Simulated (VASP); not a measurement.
# Ge (P6_3/mmc) in VASP: settings compared

Aim: see how the results for Ge move with the level of theory and the settings. Levels: PBE, BLYP+D3(BJ), BLYP+D4. Tasks: single point.

Everything below comes from runs of VASP 6.6.1. Logs are shortened: lines on timing, memory, paths and dates and some standing lists are left out, and cuts for length are marked.

## (1) The cell of the first run

Symmetry: P6_3/mmc, No. 194, hexagonal system. Conventional cell: a = 3.998 Å, b = 3.998 Å, c = 6.599 Å, α = 90.00°, β = 90.00°, γ = 120.00°. Ge (site symmetry 3m) has 4 Ge at 2.45 to 2.47 Å within 3.2 Å.

## (2) Single point, PBE

The input, INCAR:

```
SYSTEM = Ge
ALGO = Normal
EDIFF = 1E-6
ENCUT = 520
GGA = PE
ISIF = 2
ISMEAR = 0
LASPH = .TRUE.
LCHARG = .FALSE.
LREAL = .FALSE.
LWAVE = .FALSE.
NBANDS = 36
NELM = 100
PREC = Accurate
SIGMA = 0.028999999999999998
```

The input, KPOINTS:

```
k-points
0
G
  8 8 4
  0 0 0
```

The input, POSCAR:

```
Ge
1.0
    3.9975858431      0.0000000000      0.0000000000
   -1.9987929216      3.4620108940      0.0000000000
    0.0000000000      0.0000000000      6.5993779500
Ge
4
Direct
    0.3333333333      0.6666666667      0.9370987500
    0.6666666667      0.3333333333      0.4370987500
    0.3333333333      0.6666666667      0.5629012500
    0.6666666667      0.3333333333      0.0629012500
```

Potentials or basis: VASP PAW PBE potentials, release 64 (Ge_d).

Launch:

```bash
$ cat potpaw_PBE.64/Ge_d/POTCAR > POTCAR
$ mpirun -np 1 vasp_std > vasp.out
```

OUTCAR:

```text
SYSTEM = Ge
   EDIFF = 1E-6
   ENCUT = 520
   GGA = PE
   ISIF = 2
   ISMEAR = 0
   LASPH = .TRUE.
   LREAL = .FALSE.
   NELM = 100
   PREC = Accurate

 ion  position               nearest neighbor table
   1  0.333  0.667  0.937-   4 2.45   4 2.45   4 2.45   3 2.47
   2  0.667  0.333  0.437-   3 2.45   3 2.45   3 2.45   4 2.47
   3  0.333  0.667  0.563-   2 2.45   2 2.45   2 2.45   1 2.47
   4  0.667  0.333  0.063-   1 2.45   1 2.45   1 2.45   2 2.47

  LATTYP: Found a hexagonal cell.
 ALAT       =     3.9975858431
 C/A-ratio  =     1.6508408347

  Lattice vectors:

 A1 = (   3.9975858431,   0.0000000000,   0.0000000000)
 A2 = (  -1.9987929216,   3.4620108940,   0.0000000000)
 A3 = (   0.0000000000,   0.0000000000,   6.5993779500)

Analysis of symmetry for initial positions (statically):
=====================================================================
 Subroutine PRICEL returns:
 Original cell was already a primitive cell.

 Routine SETGRP: Setting up the symmetry group for a
 hexagonal supercell.

 Subroutine GETGRP returns: Found 24 space group operations
 (whereof 12 operations were pure point group operations)
 out of a pool of 24 trial point group operations.

The static configuration has the point symmetry D_3d.
 The point group associated with its full space group is D_6h.

Analysis of symmetry for dynamics (positions and initial velocities):
=====================================================================
 Subroutine PRICEL returns:
 Original cell was already a primitive cell.

 Routine SETGRP: Setting up the symmetry group for a
 hexagonal supercell.

 Subroutine GETGRP returns: Found 24 space group operations
 (whereof 12 operations were pure point group operations)
 out of a pool of 24 trial point group operations.

The dynamic configuration has the point symmetry D_3d.
 The point group associated with its full space group is D_6h.

 Subroutine INISYM returns: Found 24 space group operations
 (whereof 12 operations are pure point group operations),
 and found     1 'primitive' translations

----------------------------------------------------------------------------------------

                                     Primitive cell

  volume of cell :      91.3333

  direct lattice vectors                    reciprocal lattice vectors
     3.997585843  0.000000000  0.000000000     0.250150976  0.144424733  0.000000000
    -1.998792922  3.462010894  0.000000000     0.000000000  0.288849467  0.000000000
     0.000000000  0.000000000  6.599377950     0.000000000  0.000000000  0.151529433

  length of vectors
     3.997585843  3.997585843  6.599377950     0.288849467  0.288849467  0.151529433

  position of ions in fractional coordinates (direct lattice)
     0.333333333  0.666666667  0.937098750
     0.666666667  0.333333333  0.437098750
     0.333333333  0.666666667  0.562901250
     0.666666667  0.333333333  0.062901250

  ion indices of the primitive-cell ions
   primitive index   ion index
                 1           1
                 2           2
                 3           3
                 4           4

----------------------------------------------------------------------------------------

 KPOINTS: k-points

Automatic generation of k-mesh.
 Grid dimensions read from file:
 generate k-points for:    8    8    4

 Generating k-lattice:

  Cartesian coordinates                     Fractional coordinates (reciprocal lattice)
     0.031268872  0.018053092  0.000000000     0.125000000 -0.000000000  0.000000000
     0.000000000  0.036106183  0.000000000     0.000000000  0.125000000  0.000000000
     0.000000000  0.000000000  0.037882358     0.000000000  0.000000000  0.250000000

  Length of vectors
     0.036106183  0.036106183  0.037882358

  Shift w.r.t. Gamma in fractional coordinates (k-lattice)
     0.000000000  0.000000000  0.000000000

 Subroutine IBZKPT returns following result:
 ===========================================

 Found     30 irreducible k-points:

 Following reciprocal coordinates:
            Coordinates               Weight
  0.000000  0.000000  0.000000      1.000000
  0.125000  0.000000  0.000000      6.000000
  0.250000  0.000000  0.000000      6.000000
  0.375000  0.000000  0.000000      6.000000
  0.500000  0.000000  0.000000      3.000000
  0.125000  0.125000  0.000000      6.000000
[... 16 lines left out ...]
  0.250000  0.000000  0.500000      6.000000
  0.375000  0.000000  0.500000      6.000000
 [... further k-points ...]
   k-points           NKPTS =     30   k-points in BZ     NKDIM =     30   number of bands    NBANDS=     36
   number of dos      NEDOS =    301   number of ions     NIONS =      4
   total plane-waves  NPLWV =  45000
   dimension x,y,z NGX =    30 NGY =   30 NGZ =   50
   dimension x,y,z NGXF=    60 NGYF=   60 NGZF=  100
   ions per type =               4
   NGX,Y,Z   is equivalent  to a cutoff of  12.48, 12.48, 12.60 a.u.
[... 24 lines left out ...]
   EMIN   =  10.00;   EMAX   =-10.00  energy-range for DOS
   EFERMI =   0.00;   METHOD = LEGACY
   ISMEAR =     0;   SIGMA  =   0.03  broadening in eV -4-tet -1-fermi 0-gaus
   EFERMI_NEDOS =   21; number of points for ismear=-14 and -15
   IALGO  =     38    algorithm
   IMIX   =      4    mixing-type and parameters
     AMIX     =   0.40;   BMIX     =  1.00
     AMIX_MAG =   1.60;   BMIX_MAG =  1.00
  volume/ion in A,a.u.               =      22.83       154.09
  Fermi-wavevector in a.u.,A,eV,Ry     =   1.390789  2.628209 26.317650  1.934293
  Thomas-Fermi vector in A             =   2.514690
   LORBIT       =      0    0 simple, 1 ext, 2 COOP (PROOUT), +10 PAW based schemes
   GGA     = PE    functional components
   LHFCALC =     F    Hartree Fock is set to
   AEXX    =    0.0000 exact exchange contribution
   IVDW    =     0    specifies the selected vdW correction
   LEPSILON=     F    determine dielectric tensor
   LRPA    =     F    only Hartree local field effects (RPA)
 non-spin polarized calculation
 Gauss-broadening in eV      SIGMA  =   0.03
  energy-cutoff  :      520.00
  volume of cell :       91.33
 maximum number of plane-waves:      2491
 NGX is ok and might be reduce to    30
   NGX = 15   NGY = 15   NGZ = 25

 number of electron      56.0000053 magnetization

 Free energy of the ion-electron system (eV)
  ---------------------------------------------------
  ext. energy  EPLUGINS =         0.00000000
  ---------------------------------------------------
  free energy    TOTEN  =       -17.95953479 eV

  energy without entropy =      -17.95953219  energy(sigma->0) =      -17.95953349

 E-fermi :   5.0167     XC(G=0):  -9.8793

 val. band max:        4.9590959807   @ k =   0.0000   0.0000   0.0000
 cond. band min:       5.0804834153   @ k =   0.0000   0.0000   0.0000
 fundamental gap:      0.1213874346
 Fermi energy:         5.0167308703

 k-point     1 :       0.0000    0.0000    0.0000
  band No.  band energies     occupation
      1     -19.9305      2.00000
      2     -19.9305      2.00000
      3     -19.8925      2.00000
      4     -19.8924      2.00000
      5     -19.8924      2.00000
      6     -19.8795      2.00000
[... 28 lines left out ...]
     35       9.5171      0.00000
     36      11.1141      0.00000

 k-point     2 :       0.1250    0.0000    0.0000
  band No.  band energies     occupation
      1     -19.9393      2.00000
      2     -19.9334      2.00000
      3     -19.9013      2.00000
      4     -19.8975      2.00000
      5     -19.8922      2.00000
      6     -19.8690      2.00000
[... 28 lines left out ...]
     35      10.1820      0.00000
     36      11.1401      0.00000

 k-point     3 :       0.2500    0.0000    0.0000
  band No.  band energies     occupation
      1     -19.9486      2.00000
      2     -19.9377      2.00000
      3     -19.9150      2.00000
      4     -19.9061      2.00000
      5     -19.8878      2.00000
      6     -19.8575      2.00000
[... 28 lines left out ...]
     35      11.3411      0.00000
     36      11.7319      0.00000
[... 742 lines left out ...]
 k-point    23 :       0.2500    0.0000    0.5000
  band No.  band energies     occupation
      1     -19.9249      2.00000
      2     -19.9249      2.00000
      3     -19.9239      2.00000
      4     -19.9239      2.00000
      5     -19.8792      2.00000
      6     -19.8792      2.00000
[... 28 lines left out ...]
     35      10.6538      0.00000
     36      10.6538      0.00000

 k-point    24 :       0.3750    0.0000    0.5000
  band No.  band energies     occupation
      1     -19.9271      2.00000
      2     -19.9271      2.00000
      3     -19.9248      2.00000
      4     -19.9248      2.00000
      5     -19.8741      2.00000
      6     -19.8741      2.00000
[... 28 lines left out ...]
     35      12.4273      0.00000
     36      12.4273      0.00000

 [... further k-points ...]

------------------------ aborting loop because EDIFF is reached ----------------------------------------

  FORCE on cell =-STRESS in cart. coord.  units (eV):
  Direction    XX          YY          ZZ          XY          YZ          ZX
  --------------------------------------------------------------------------------------
  -------------------------------------------------------------------------------------
  Total        1.6799838      1.6799838      1.5529128     -0.0000000      0.0000000      0.0000000
  in kB       29.4704274     29.4704274     27.2413368     -0.0000000      0.0000000      0.0000000
  external PRESSURE =      28.7273972 kB  Pullay stress =       0.0000000 kB

 VOLUME and BASIS-vectors are now :
 -----------------------------------------------------------------------------
  energy-cutoff  :      520.00
  volume of cell :       91.33
      direct lattice vectors                 reciprocal lattice vectors
     3.997585843  0.000000000  0.000000000     0.250150976  0.144424733  0.000000000
    -1.998792922  3.462010894  0.000000000     0.000000000  0.288849467  0.000000000
     0.000000000  0.000000000  6.599377950     0.000000000  0.000000000  0.151529433

 POSITION                                       TOTAL-FORCE (eV/Angst)
 -----------------------------------------------------------------------------------
     -0.00000      2.30801      6.18427         0.000000     -0.000000     -0.018833
      1.99879      1.15400      2.88458         0.000000      0.000000     -0.018833
     -0.00000      2.30801      3.71480        -0.000000     -0.000000      0.018833
      1.99879      1.15400      0.41511         0.000000      0.000000      0.018833
 -----------------------------------------------------------------------------------
    total drift:                               -0.000000      0.000000     -0.000000

  FREE ENERGIE OF THE ION-ELECTRON SYSTEM (eV)
  ---------------------------------------------------
  free  energy   TOTEN  =       -17.9595347934 eV

  energy  without entropy=      -17.9595321929  energy(sigma->0) =      -17.95953349
```

Wall time 52 s (1 thread of Intel Xeon Platinum 8559C (Emerald Rapids), shared host); peak memory 0.23 GiB.

Results:

| Property | Result |
| --- | --- |
| Free energy | -17.9595 eV |
| Pressure | 2.9 GPa |
| Largest force | 0.019 eV/Å |
| Band gap on the k mesh | 0.12 eV, direct |

Forces in eV/Å, atoms in the order of the input:
```
Ge   0.000  0.000 -0.019
Ge   0.000  0.000 -0.019
Ge   0.000  0.000  0.019
Ge   0.000  0.000  0.019
```

Stress tensor (GPa, compression positive):
```
2.95 0.00 0.00
0.00 2.95 0.00
0.00 0.00 2.72
```

Levels at points of the mesh, in eV from the valence-band top:
```
           k point  band 26  band 27  band 28  band 29  band 30  band 31
(0.00, 0.00, 0.00)    -0.15    -0.07     0.00     0.12     0.12     2.27
(0.50, 0.00, 0.00)    -3.06    -2.80    -1.44     0.55     1.66     3.58
(0.00, 0.00, 0.50)    -0.85    -0.85    -0.85     0.70     0.70     3.38
(0.50, 0.00, 0.50)    -2.54    -2.40    -2.40     0.54     0.54     2.13
```

## (3) Single point, PBE

The input, INCAR:

```
SYSTEM = Ge
ALGO     = Normal         ! electronic algorithm
EDIFF    = 1E-6           ! SCF threshold, eV
ENCUT    = 520            ! plane-wave cutoff, eV
GGA      = PE             ! functional
ISIF     = 2              ! what is computed and relaxed
ISMEAR   = 0              ! smearing method
LASPH    = .True.         ! aspherical terms in the spheres
LCHARG   = .True.         ! write CHGCAR
LELF     = .True.         ! ELF
LREAL    = .False.        ! projectors in reciprocal space
LVHAR    = .True.       
LWAVE    = .False.        ! write WAVECAR
NBANDS   = 36             ! bands
NELM     = 60             ! most SCF steps
PREC     = Accurate       ! precision mode
SIGMA    = 0.03           ! smearing width, eV
```

The input, KPOINTS:

```
k-points
0
Gamma
  8 8 4
  0 0 0
```

POSCAR is that of step 2.

Potentials or basis: VASP PAW PBE potentials, release 64 (Ge_d).

Launch:

```bash
$ cat potpaw_PBE.64/Ge_d/POTCAR > POTCAR
$ mpirun -np 1 vasp_std > vasp.out
```

It took 58 s on 1 thread of Intel Xeon Platinum 8559C (Emerald Rapids), shared host; peak memory 0.23 GiB.

It converged, with:

```
Free energy            : -17.9595 eV
Pressure               : 2.9 GPa
Largest force          : 0.019 eV/Å
Band gap on the k mesh : 0.12 eV, direct
```

Forces in eV/Å, atoms in the order of the input:
```
Ge   0.000  0.000 -0.019
Ge   0.000  0.000 -0.019
Ge   0.000  0.000  0.019
Ge   0.000  0.000  0.019
```

Stress tensor (GPa, compression positive):
```
2.95 0.00 0.00
0.00 2.95 0.00
0.00 0.00 2.72
```

Levels at points of the mesh, in eV from the valence-band top:
```csv
k point,band 26,band 27,band 28,band 29,band 30,band 31
"(0.00, 0.00, 0.00)",-0.15,-0.07,0.00,0.12,0.12,2.27
"(0.50, 0.00, 0.00)",-3.06,-2.80,-1.44,0.55,1.66,3.58
"(0.00, 0.00, 0.50)",-0.85,-0.85,-0.85,0.70,0.70,3.38
"(0.50, 0.00, 0.50)",-2.54,-2.40,-2.40,0.54,0.54,2.13
```

## (4) Single point, BLYP+D3(BJ)

This run uses another cell than the first one, of 23.44 Å³/atom, 1.027 times its volume.

The input, INCAR:

```
AGGAC = 1.0
AGGAX = 1.0
ALDAC = 0.0
ALDAX = 1.0
ALGO = Normal
EDIFF = 1E-6
ENCUT = 520
GGA = B5
ISIF = 2
ISMEAR = -1
IVDW = 12
LASPH = True
LCHARG = True
LELF = True
LREAL = False
LVHAR = True
LWAVE = False
NBANDS = 36
NELM = 80
PREC = Accurate
SIGMA = 0.05
VDW_A1 = 0.4298
VDW_A2 = 4.2359
VDW_S6 = 1.0
VDW_S8 = 2.6996
```

The input, KPOINTS:

```
k-points
0
Gamma
  8 8 4
```

The input, POSCAR:

```
Ge
1.0
    4.0316754910      0.0000000000      0.0000000000
   -2.0158377455      3.4915333950      0.0000000000
    0.0000000000      0.0000000000      6.6608967362
Ge
4
Direct
    0.3333333333      0.6666666667      0.9368870949
    0.6666666667      0.3333333333      0.4368870949
    0.3333333333      0.6666666667      0.5631129051
    0.6666666667      0.3333333333      0.0631129051
```

Launch:

```bash
$ cat potpaw_PBE.64/Ge_d/POTCAR > POTCAR
$ mpirun -np 1 vasp_std > vasp.out
```

Wall time 70 s (1 thread of Intel Xeon Platinum 8559C (Emerald Rapids), shared host); peak memory 0.24 GiB.

The run converged. Its results:

```yaml
Free_energy: -17.7945 eV
Pressure: 0.2 GPa
Largest_force: 0.004 eV/Å
Band_gap_on_the_k_mesh: 0.19 eV, indirect (least direct gap 0.24 eV)
Dispersion_energy_per_atom: -0.658 eV
```

Forces in eV/Å, atoms in the order of the input:
```
Ge   0.000  0.000 -0.004
Ge   0.000  0.000 -0.004
Ge   0.000  0.000  0.004
Ge   0.000  0.000  0.004
```

Levels at points of the mesh, in eV from the valence-band top:
```tsv
k point	band 25	band 26	band 27	band 28	band 29	band 30	band 31	band 32
(0.00, 0.00, 0.00)	-1.29	-0.34	-0.04	0.00	0.24	0.24	2.43	2.43
(0.50, 0.00, 0.00)	-4.24	-2.80	-2.52	-1.26	0.81	1.68	3.81	3.89
(0.00, 0.00, 0.50)	-0.69	-0.69	-0.69	-0.69	0.73	0.73	3.52	3.52
(0.50, 0.00, 0.50)	-2.34	-2.34	-2.17	-2.17	0.69	0.69	2.42	2.42
```

Caveat: the PAW data sets were made with another functional, which shifts forces and pressure a little. A k mesh can miss the band edges.

## (5) Single point, BLYP+D4

This run uses another cell than the first one, of 23.61 Å³/atom, 1.034 times its volume.

The input, INCAR:

```
SYSTEM = Ge
AGGAC    = 1.0          
AGGAX    = 1.0          
ALDAC    = 0.0          
ALDAX    = 1.0          
ALGO     = Normal         ! electronic algorithm
EDIFF    = 1E-6           ! SCF threshold, eV
ENCUT    = 520            ! plane-wave cutoff, eV
GGA      = B5             ! functional
ISIF     = 2              ! what is computed and relaxed
ISMEAR   = -1             ! smearing method
IVDW     = 13             ! dispersion correction
LASPH    = .TRUE.         ! aspherical terms in the spheres
LCHARG   = .TRUE.         ! write CHGCAR
LELF     = .TRUE.         ! ELF
LREAL    = .FALSE.        ! projectors in reciprocal space
LVHAR    = .TRUE.       
LWAVE    = .FALSE.        ! write WAVECAR
NBANDS   = 36             ! bands
NELM     = 80             ! most SCF steps
PREC     = Accurate       ! precision mode
SIGMA    = 0.05           ! smearing width, eV
VDW_A1   = 0.44488865   
VDW_A2   = 4.0933009    
VDW_S6   = 1.0          
VDW_S8   = 2.34076671
```

The input, KPOINTS:

```
k-points
0
G
  8 8 4
  0 0 0
```

The input, POSCAR:

```
Ge
1.0
    4.0416053168      0.0000000000      0.0000000000
   -2.0208026584      3.5001328764      0.0000000000
    0.0000000000      0.0000000000      6.6749373550
Ge
4
Direct
    0.3333333333      0.6666666667      0.9369368757
    0.6666666667      0.3333333333      0.4369368757
    0.3333333333      0.6666666667      0.5630631243
    0.6666666667      0.3333333333      0.0630631243
```

Launch:

```bash
$ cat potpaw_PBE.64/Ge_d/POTCAR > POTCAR
$ mpirun -np 1 vasp_std > vasp.out
```

Run time: 74 s. Hardware: 1 thread of Intel Xeon Platinum 8559C (Emerald Rapids), shared host; peak memory 0.23 GiB.

Results (log left out):

* Free energy: -17.5507 eV
* Pressure: 0.2 GPa
* Largest force: 0.005 eV/Å
* Band gap on the k mesh: 0.19 eV, indirect (least direct gap 0.26 eV)
* Dispersion energy per atom: -0.592 eV

Forces in eV/Å, atoms in the order of the input:
```
Ge   0.000  0.000 -0.005
Ge   0.000  0.000 -0.005
Ge   0.000  0.000  0.005
Ge   0.000  0.000  0.005
```

Levels at points of the mesh, in eV from the valence-band top:
```
           k point  band 25  band 26  band 27  band 28  band 29  band 30  band 31  band 32
(0.00, 0.00, 0.00)    -1.25    -0.38    -0.01     0.00     0.26     0.26     2.45     2.45
(0.50, 0.00, 0.00)    -4.18    -2.76    -2.47    -1.23     0.84     1.68     3.83     3.91
(0.00, 0.00, 0.50)    -0.66    -0.66    -0.66    -0.66     0.72     0.72     3.53     3.53
(0.50, 0.00, 0.50)    -2.29    -2.29    -2.13    -2.13     0.70     0.70     2.44     2.44
```

Caveat: the PAW data sets were made with another functional, which shifts forces and pressure a little. A k mesh can miss the band edges.

## (6) Summary

| level | cell | smearing | gap on the mesh (eV) | pressure (GPa) | largest force (eV/Å) |
| --- | --- | --- | --- | --- | --- |
| PBE | a = 3.998, b = 3.998, c = 6.599 Å, angles 90.0, 90.0, 120.0°, 4 atoms | gaussian 0.029 eV | 0.12 | 2.9 | 0.02 |
| PBE | a = 3.998, b = 3.998, c = 6.599 Å, angles 90.0, 90.0, 120.0°, 4 atoms | gaussian 0.03 eV | 0.12 | 2.9 | 0.02 |
| BLYP+D3(BJ) | a = 4.032, b = 4.032, c = 6.661 Å, angles 90.0, 90.0, 120.0°, 4 atoms | fermi-dirac 0.05 eV | 0.19 | 0.2 | - |
| BLYP+D4 | a = 4.042, b = 4.042, c = 6.675 Å, angles 90.0, 90.0, 120.0°, 4 atoms | fermi-dirac 0.05 eV | 0.19 | 0.2 | - |

Alike in all rows: task single point; potentials or basis VASP PAW PBE potentials, release 64 (Ge_d); no spin polarisation; k mesh 8 × 8 × 4; cutoff (eV) 520.

Caveats: the PAW data sets were made with another functional, which shifts forces and pressure a little (some runs).

Absolute energies hang on the potentials; compare differences alone.
